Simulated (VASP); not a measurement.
**Ca: single point with PBE**

Ca:

```
Ca
1.0
     0.00000    2.76109    2.76109
     2.76109    0.00000    2.76109
     2.76109    2.76109    0.00000
Ca
1
Cartesian
  0.0000 0.0000 0.0000
```

```json
{
 "Program": "VASP 6.6.1",
 "Task": "single point",
 "Functional": "PBE",
 "Potentials or basis": "VASP PAW PBE potentials, release 64 (Ca_sv)",
 "Cutoff": "500 eV",
 "k mesh": "6 × 6 × 6",
 "Occupations": "fermi-dirac, width 0.1 eV",
 "Spin": "collinear spin",
 "Starting moments": "[0.5] μB",
 "Dipole correction": "no",
 "Further INCAR settings": "ALGO = Normal; EDIFF = 1e-06; NBANDS = 15"
}
```

```json
{
  "Pressure": "0.0 GPa",
  "Band gap on the k mesh": "zero (filled and empty bands overlap)",
  "Net moment": "0.00 μB per cell",
  "Valence electrons inside the program's atomic spheres": "Ca 8.08"
}
```

Levels at points of the mesh, in eV from the Fermi level:
Spin up:
```tsv
k point	band 3	band 4	band 5	band 6	band 7	band 8
(0.00, 0.00, 0.00)	-22.94	-22.94	-4.06	2.32	2.32	2.32
(0.50, 0.00, 0.00)	-22.96	-22.96	-1.02	-0.19	2.20	2.20
(0.50, 0.50, 0.00)	-23.00	-23.00	-0.49	0.55	0.94	4.07
```
Spin down:
```tsv
k point	band 1	band 2	band 3	band 4	band 5	band 6	band 7	band 8	band 9	band 10
(0.00, 0.00, 0.00)	-42.03	-22.94	-22.94	-22.94	-4.06	2.32	2.32	2.32	3.39	3.39
(0.50, 0.00, 0.00)	-42.01	-23.08	-22.96	-22.96	-1.01	-0.19	2.20	2.20	4.08	4.08
(0.50, 0.50, 0.00)	-42.01	-23.08	-22.99	-22.99	-0.48	0.55	0.94	4.08	4.26	4.26
```

Run time: 24 s on 1 thread of Intel Xeon 8259CL, on a shared host, peak memory 0.17 GiB.
